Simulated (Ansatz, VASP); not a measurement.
**Ga3SbN2 in VASP and in Ansatz**

The input POSCAR:

```
Ga3SbN2
1.0
    3.1603526840      0.0000000000      0.0000000000
   -1.5801763420      2.7369457093      0.0000000000
    0.0000000000      0.0000000000     11.7940397252
N Sb Ga
2 1 3
Direct
    0.0000000000      0.0000000000      0.0600698591
    0.3333333333      0.6666666667      0.2799710902
    0.6666666667      0.3333333333      0.5667984963
    0.3333333333      0.6666666667      0.1144587363
    0.6666666667      0.3333333333      0.3372968818
    0.0000000000      0.0000000000      0.8914049362
```

Contents of INCAR.step1:

```
PREC = Accurate
ENCUT = 520
ISMEAR = -1
SIGMA = 0.02
LREAL = F
LASPH = T
NELM = 60
NBANDS = 36
GGA = PE
ALGO = Normal
EDIFF = 1E-4
LWAVE = T
LCHARG = F
```

File INCAR.step2:

```
PREC = Accurate
ENCUT = 520
EDIFF = 1E-7
ISMEAR = -1
SIGMA = 0.02
LREAL = F
LASPH = T
NELM = 60
ALGO = Normal
ISIF = 2
LWAVE = F
LCHARG = F
METAGGA = R2SCAN
LMIXTAU = T
NBANDS = 36
ISTART = 1
```

The input KPOINTS:

```
Automatic mesh
0
Gamma
  12 12 2
```

Input for Ansatz:

```yaml
crystal:
  lattice:
    - [3.160352684, 0.0, 0.0]
    - [-1.580176342, 2.7369457093, 0.0]
    - [0.0, 0.0, 11.7940397252]
  atoms:
    - { symbol: "N", position: [0.0, 0.0, 0.0600698591] }
    - { symbol: "N", position: [0.3333333333, 0.6666666667, 0.2799710902] }
    - { symbol: Sb, position: [0.6666666667, 0.3333333333, 0.5667984963] }
    - { symbol: Ga, position: [0.3333333333, 0.6666666667, 0.1144587363] }
    - { symbol: Ga, position: [0.6666666667, 0.3333333333, 0.3372968818] }
    - { symbol: Ga, position: [0.0, 0.0, 0.8914049362] }
kpoints:
  mp_grid: { grid: [12, 12, 2] }
  band_path:
    path:
      - [0.0, 0.0, 0.0]
      - [0.5, 0.0, 0.0]
      - [0.3333333333, 0.3333333333, 0.0]
      - [0.0, 0.0, 0.5]
      - [0.5, 0.0, 0.5]
      - [0.3333333333, 0.3333333333, 0.5]
      - [0.1, 0.1, 0.0]
    npoints: 1
hamiltonian:
  xc: r2scan
scf:
  occupations: { method: fermi_dirac, width: 0.02 }
  n_extra_bands: 5
output:
  forces: true
  stress: true
  eigenvalues: true
  write_density: true
  write_potential: true
  elf: true
  volumetric_format: npy
```

Alike in both runs: task single point; functional r2SCAN; k mesh 12 × 12 × 2; occupations fermi-dirac, width 0.02 eV; no spin polarisation.

```csv
,VASP,Ansatz
version,VASP 6.6.1,Ansatz 0.2.0
potentials or method,"VASP PAW PBE potentials, release 64 (N, Sb, Ga_d)","plane waves, PAW"
plane-wave cutoff (eV),520,500
valence electrons in the cell,54,64
```

|  | VASP | Ansatz | Ansatz less VASP |
| --- | --- | --- | --- |
| pressure (GPa) | 0.6 | 0.0 | -0.57 |
| rms of the force components (eV/Å) | 0.024 | 0.002 | -0.0223 |

VASP's potentials were made for PBE, not for r2SCAN. Atom by atom the forces differ by 0.024 eV/Å (rms over components). VASP's potentials hold 54 valence electrons a cell and Ansatz's 64, so a difference there can come from the potentials and not from the codes.

Neither program's run includes spin-orbit coupling.
